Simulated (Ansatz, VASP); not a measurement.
TePb: VASP beside Ansatz

File POSCAR:

```
TePb
1.0
    0.0000000000      3.2850000000      3.2850000000
    3.2850000000      0.0000000000      3.2850000000
    3.2850000000      3.2850000000      0.0000000000
Pb Te
1 1
Direct
    0.0052726052      0.0052726052      0.0052726052
    0.5000000000      0.5000000000      0.5000000000
```

INCAR.step1

```
ALGO = Normal ; EDIFF = 1E-5
ENCUT = 520 ; GGA = PE
ISIF = 2 ; ISMEAR = -1
LASPH = T ; LREAL = F
LWAVE = T ; NBANDS = 17
NELM = 80 ; PREC = Accurate
SIGMA = 0.05
```

File INCAR.step2:

```
ALGO = Normal ; EDIFF = 1E-6
ENCUT = 520 ; GGA = PE
HFSCREEN = 0.2079 ; ISIF = 2
ISMEAR = -1 ; ISTART = 1
LASPH = T ; LCHARG = T
LELF = T ; LHFCALC = T
LREAL = F ; LVHAR = T
LWAVE = F ; NBANDS = 17
NELM = 80 ; PREC = Accurate
PRECFOCK = Normal ; SIGMA = 0.05
```

KPOINTS

```
k-points
0
Gamma
  4 4 4
```

Input for Ansatz:

```yaml
crystal:
  lattice:
    - [0.0, 3.285, 3.285]
    - [3.285, 0.0, 3.285]
    - [3.285, 3.285, 0.0]
  atoms:
    - { symbol: Pb, position: [0.0052726052, 0.0052726052, 0.0052726052] }
    - { symbol: Te, position: [0.5, 0.5, 0.5] }
kpoints:
  mp_grid: { grid: [4, 4, 4] }
hamiltonian:
  xc: hse06
  pseudopotentials: { kind: paw }
scf:
  occupations: { method: fermi_dirac, width: 0.05 }
output:
  forces: true
  stress: true
  eigenvalues: true
basis:
  ecutwfc: 480
```

Alike in both runs: task single point; functional HSE06; k mesh 4 × 4 × 4; occupations fermi-dirac, width 0.05 eV; no spin polarisation.

```csv
,VASP,Ansatz
version,VASP 6.6.1,Ansatz 0.2.0 development build
potentials or method,"VASP PAW PBE potentials, release 64 (Pb_d, Te), cutoff 520 eV","plane waves, PAW datasets (generated soft set 1)"
valence electrons in the cell,20,30
```

```tsv
	VASP	Ansatz	Ansatz less VASP
gap on the k mesh at the Fermi level (eV)	1.21	1.25	+0.041
rms of the force components (eV/Å)	0.024	0.023	-0.0012
```

Atom by atom the forces differ by 0.001 eV/Å (rms over components). With one functional, cell and mesh, what is left measures potentials, basis and numerics. VASP's potentials hold 20 valence electrons a cell and Ansatz's 30, so a difference there can come from the potentials and not from the codes. Ansatz's warnings: stress exchange threshold loose, stress scf threshold loose.

Neither program's run includes spin-orbit coupling.
